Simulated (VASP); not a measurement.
Input of a VASP 6.6.1 run:

INCAR

```
PREC = Accurate
ENCUT = 520
EDIFF = 1E-6
ISMEAR = 0
SIGMA = 0.02
LREAL = F
LASPH = T
NELM = 80
ALGO = Normal
ISIF = 2
LWAVE = F
LCHARG = F
GGA = PE
NBANDS = 66
```

The input KPOINTS:

```
regular mesh
0
Gamma
  4 4 4
```

POSCAR

```
CuI
1.0
    7.5145652000      0.0000000000      0.0000000000
    0.0000000000      7.5145652000      0.0000000000
    0.0000000000      0.0000000000      7.5145652000
Cu I
6 6
Direct
    0.7500000000      0.5000000000      0.0000000000
    0.5000000000      0.0000000000      0.7500000000
    0.0000000000      0.7500000000      0.5000000000
    0.0000000000      0.2500000000      0.5000000000
    0.2500000000      0.5000000000      0.0000000000
    0.5000000000      0.0000000000      0.2500000000
    0.5000000000      0.7500000000      0.0000000000
    0.7500000000      0.0000000000      0.5000000000
    0.0000000000      0.5000000000      0.7500000000
    0.2500000000      0.0000000000      0.5000000000
    0.0000000000      0.5000000000      0.2500000000
    0.5000000000      0.2500000000      0.0000000000
```

Potentials or basis: VASP PAW PBE potentials, release 64 (Cu, I).

Run with:

```console
$ cat potpaw_PBE.64/Cu/POTCAR potpaw_PBE.64/I/POTCAR > POTCAR
$ mpirun -np 1 vasp_std > vasp.out
```

Question: Estimate the pressure.

Answer: -0.1 GPa.

Question: Predict the band gap on the k mesh.

Answer: 1.21 eV.

Caveat: spin-orbit coupling is left out, which moves the levels of the heavy elements.
